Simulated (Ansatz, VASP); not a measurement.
# Two plane-wave programs on SiMo3

```xyz
4
Lattice="3.8995 0.0000 0.0000 0.0000 3.8995 0.0000 0.0000 0.0000 3.8995" Properties=species:S:1:pos:R:3 pbc="T T T"
Si    0.0000    0.0000    0.0000
Mo    0.0000    1.9498    1.9498
Mo    1.9498    0.0000    1.9498
Mo    1.9498    1.9498    0.0000
```

Alike in both runs: functional r2SCAN; k mesh 4 × 4 × 4; occupations gaussian, width 0.1 eV; no spin polarisation.

Ansatz relaxed the structure, and its values are those at the end. VASP's run is a single point on that final structure, the one shown.

```csv
,VASP,Ansatz
version,VASP 6.6.1,Ansatz 0.2.0
potentials or method,"VASP PAW PBE potentials, release 64 (Si, Mo_sv), cutoff 520 eV","scalar-relativistic, plane waves, PAW"
valence electrons in the cell,46,46
```

VASP gave:

- gap on the k mesh at the Fermi level (eV): none
- pressure (GPa): 0.6

Problem. What did Ansatz give for the same quantities?

Solution. gap on the k mesh at the Fermi level (eV): none; pressure (GPa): -0.3.

VASP's potentials were made for PBE, not for r2SCAN. A gap of «none» marks a metal or a gap that the smearing closes.

The k mesh is coarse, so the values compare programs but aren't converged.
